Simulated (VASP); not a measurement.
# GePt2 (P-62m) in VASP: notebook, part 2 of 2

VASP 6.6.1.

### Step 3. Single point, PBEsol (strain +0.0375 x Voigt [1, 1, 0, 0, 0, 0])

Input file INCAR:

```
SYSTEM = GePt2
  PREC = Accurate
  ENCUT = 520
  EDIFF = 1E-6
  ISMEAR = 0
  SIGMA = 0.15
  LREAL = .FALSE.
  LASPH = .TRUE.
  NELM = 80
  ALGO = Fast
  ISIF = 2
  LWAVE = .FALSE.
  LCHARG = .FALSE.
  GGA = PS
  NBANDS = 61
```

Input file KPOINTS:

```
regular mesh
0
G
  6 6 12
  0 0 0
```

Input file POSCAR:

```
GePt2
1.0
    7.0142524434      0.0000000000      0.0000000000
   -3.5071262217      6.0745208046      0.0000000000
    0.0000000000      0.0000000000      3.4586784287
Ge Pt
3 6
Direct
    0.6666666667      0.3333333333      0.0000000000
    0.3333333333      0.6666666667      0.0000000000
    0.0000000000      0.0000000000      0.5000000000
    0.6229372121      0.0000000000      0.5000000000
    0.3770627879      0.3770627879      0.5000000000
    1.0000000000      0.6229372121      0.5000000000
    0.0000000000      0.2849128372      0.0000000000
    0.7150871628      0.7150871628      0.0000000000
    0.2849128372      0.0000000000      0.0000000000
```

Potentials or basis: VASP PAW PBE potentials, release 64 (Ge_d, Pt).

Command:

```bash
cat potpaw_PBE.64/Ge_d/POTCAR potpaw_PBE.64/Pt/POTCAR > POTCAR
mpirun -np 1 vasp_std > vasp.out
```

OUTCAR:

```text
SYSTEM = GePt2
   PREC = Accurate
   ENCUT = 520
   EDIFF = 1E-6
   ISMEAR = 0
   LREAL = .FALSE.
   LASPH = .TRUE.
   NELM = 80
   ISIF = 2
   GGA = PS

 ion  position               nearest neighbor table
   1  0.667  0.333  0.000-   7 2.53   9 2.53   8 2.53   4 2.80   4 2.80   6 2.80   6 2.80   5 2.80
                             5 2.80
   2  0.333  0.667  0.000-   9 2.53   7 2.53   8 2.53   6 2.80   6 2.80   4 2.80   4 2.80   5 2.80
                             5 2.80
   3  0.000  0.000  0.500-   9 2.64   9 2.64   7 2.64   7 2.64   8 2.64   8 2.64   4 2.64   5 2.64
                             6 2.64
   4  0.623  0.000  0.500-   3 2.64   1 2.80   1 2.80   2 2.80   2 2.80   9 2.93   9 2.93   7 2.95
[... 1765 lines left out ...]
  external PRESSURE =    -143.1281397 kB  Pullay stress =       0.0000000 kB

 VOLUME and BASIS-vectors are now :
 -----------------------------------------------------------------------------
  energy-cutoff  :      520.00
  volume of cell :      147.37
      direct lattice vectors                 reciprocal lattice vectors
     7.014252443  0.000000000  0.000000000     0.142566868  0.082311019  0.000000000
    -3.507126222  6.074520805  0.000000000     0.000000000  0.164622039  0.000000000
     0.000000000  0.000000000  3.458678429     0.000000000  0.000000000  0.289127775

 POSITION                                       TOTAL-FORCE (eV/Angst)
 -----------------------------------------------------------------------------------
      3.50713      2.02484      0.00000        -0.000000      0.000000      0.000000
     -0.00000      4.04968      0.00000        -0.000000     -0.000000      0.000000
      0.00000      0.00000      1.72934        -0.000000      0.000000      0.000000
      4.36944      0.00000      1.72934         0.143117      0.000000      0.000000
      1.32241      2.29048      1.72934        -0.071559     -0.123943      0.000000
     -2.18472      3.78405      1.72934        -0.071559      0.123943      0.000000
     -0.99923      1.73071      0.00000        -0.160236      0.277537      0.000000
      2.50790      4.34381      0.00000        -0.160236     -0.277537      0.000000
      1.99845      0.00000      0.00000         0.320472     -0.000000      0.000000
 -----------------------------------------------------------------------------------
    total drift:                               -0.000000     -0.000001     -0.000000

  FREE ENERGIE OF THE ION-ELECTRON SYSTEM (eV)
  ---------------------------------------------------
  free  energy   TOTEN  =       -59.3927909110 eV

  energy  without entropy=      -59.3718984797  energy(sigma->0) =      -59.38234470
```

OSZICAR:

```text
N       E                     dE             d eps       ncg     rms          rms(c)
DAV:   1     0.130519669971E+04    0.13052E+04   -0.45013E+04  8371   0.377E+03
DAV:   2     0.183358466498E+03   -0.11218E+04   -0.10766E+04  6066   0.111E+03
DAV:   3    -0.417780098293E+02   -0.22514E+03   -0.21262E+03  6434   0.231E+02
DAV:   4    -0.612355211803E+02   -0.19458E+02   -0.18673E+02  7252   0.766E+01
DAV:   5    -0.618523933884E+02   -0.61687E+00   -0.61403E+00  6832   0.139E+01    0.226E+01
RMM:   6    -0.595758263246E+02    0.22766E+01   -0.79294E+00  8092   0.109E+01    0.110E+01
RMM:   7    -0.594271880331E+02    0.14864E+00   -0.87762E-01  8400   0.415E+00    0.503E+00
RMM:   8    -0.594142317870E+02    0.12956E-01   -0.35087E-01  8361   0.232E+00    0.172E+00
RMM:   9    -0.593923558577E+02    0.21876E-01   -0.96813E-02  8922   0.134E+00    0.334E-01
RMM:  10    -0.593924777156E+02   -0.12186E-03   -0.26048E-02  8707   0.824E-01    0.113E-01
RMM:  11    -0.593926769408E+02   -0.19923E-03   -0.47606E-03  8975   0.288E-01    0.826E-02
RMM:  12    -0.593927784808E+02   -0.10154E-03   -0.11157E-03  9227   0.123E-01    0.251E-02
RMM:  13    -0.593927865082E+02   -0.80274E-05   -0.26326E-04  8894   0.691E-02    0.222E-02
RMM:  14    -0.593927898716E+02   -0.33634E-05   -0.70228E-05  8941   0.328E-02    0.687E-03
RMM:  15    -0.593927908901E+02   -0.10185E-05   -0.21239E-05  8283   0.146E-02    0.597E-03
RMM:  16    -0.593927909110E+02   -0.20953E-07   -0.38116E-06  5503   0.838E-03
   1 F= -.59392791E+02 E0= -.59382345E+02  d E =-.208924E-01
```

stdout:

```text
POSCAR found type information on POSCAR GePt
 POSCAR found :  2 types and       9 ions
 scaLAPACK will be used
 -----------------------------------------------------------------------------
|                                                                             |
|                                                                             |
|     You enforced a specific xc type in the INCAR file but a different       |
|     I HOPE YOU KNOW WHAT YOU ARE DOING!                                     |
|                                                                             |
 -----------------------------------------------------------------------------

 LDA part: xc-table for (Slater+PW92), standard interpolation
 POSCAR, INCAR and KPOINTS ok, starting setup
 FFT: planning ... GRIDC
 FFT: planning ... GRID_SOFT
 FFT: planning ... GRID
 WAVECAR not read
 entering main loop
WARNING in EDDRMM: call to ZHEGV failed, returncode =   6  3     55
WARNING in EDDRMM: call to ZHEGV failed, returncode =   8  4     47
WARNING in EDDRMM: call to ZHEGV failed, returncode =   8  4     54
```

Run time: 7.3 min. Hardware: 1 thread of Intel Xeon Platinum 8488C (Sapphire Rapids), shared host; peak memory 0.48 GiB.

Results:

```
Free energy            : -59.3928 eV
Pressure               : -14.3 GPa
Largest force          : 0.320 eV/Å
Band gap on the k mesh : zero (bands 51 and 52 overlap by 1.08 eV)
```

Forces on the atoms (eV/Å):
```
Ge   0.000  0.000  0.000
Ge   0.000  0.000  0.000
Ge   0.000  0.000  0.000
Pt   0.143  0.000  0.000
Pt  -0.072 -0.124  0.000
Pt  -0.072  0.124  0.000
Pt  -0.160  0.278  0.000
Pt  -0.160 -0.278  0.000
Pt   0.320  0.000  0.000
```

Levels at points of the mesh, in eV from the Fermi level:
```tsv
k point	band 48	band 49	band 50	band 51	band 52	band 53	band 54	band 55
(0.00, 0.00, 0.00)	-1.43	-1.15	-1.15	-1.06	-0.83	1.23	1.67	4.58
(0.50, 0.00, 0.00)	-1.04	-0.90	-0.75	-0.43	0.05	0.75	0.81	3.30
(0.00, 0.00, 0.50)	-0.63	-0.63	0.04	0.04	0.54	0.88	1.18	1.34
(0.50, 0.00, 0.50)	-1.17	-1.15	-0.94	-0.83	1.02	1.41	1.77	2.30
```

Caveat: the cell differs from its parent crystal (strain +0.0375 x Voigt [1, 1, 0, 0, 0, 0]); the cell stands under tension; the PAW data sets were made with another functional, which shifts forces and pressure a little; spin-orbit coupling is left out, which moves the levels of the heavy elements.
